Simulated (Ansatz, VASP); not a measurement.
## NaCl in VASP and in Ansatz

```xyz
2
Lattice="0.0000 2.5229 3.5674 2.5229 0.0000 3.5674 2.5229 2.5229 0.0000" Properties=species:S:1:pos:R:3 pbc="T T T"
Na    0.0000    0.0000    0.0000
Cl    2.5229    2.5229    3.5674
```

Alike in both runs: task single point; functional r2SCAN; k mesh 8 × 8 × 8; occupations gaussian, width 0.05 eV; no spin polarisation.

|  | VASP | Ansatz |
| --- | --- | --- |
| version | VASP 6.6.1 | Ansatz 0.2.0 |
| potentials or method | VASP PAW PBE potentials, release 64 (Na_pv, Cl), cutoff 520 eV | scalar-relativistic, plane waves, PAW |
| valence electrons in the cell | 14 | 16 |

|  | VASP | Ansatz | Ansatz less VASP |
| --- | --- | --- | --- |
| gap on the k mesh at the Fermi level (eV) | 5.74 | 5.75 | +0.008 |
| least direct gap on the mesh (eV) | 5.74 | 5.75 | +0.008 |
| pressure (GPa) | 5.7 | 5.9 | +0.15 |
| traceless stress, the component that is largest in VASP (GPa) | -8.21 | -8.28 | -0.072 |

VASP's potentials were made for PBE, not for r2SCAN. VASP's potentials hold 14 valence electrons a cell and Ansatz's 16, so a difference there can come from the potentials and not from the codes.
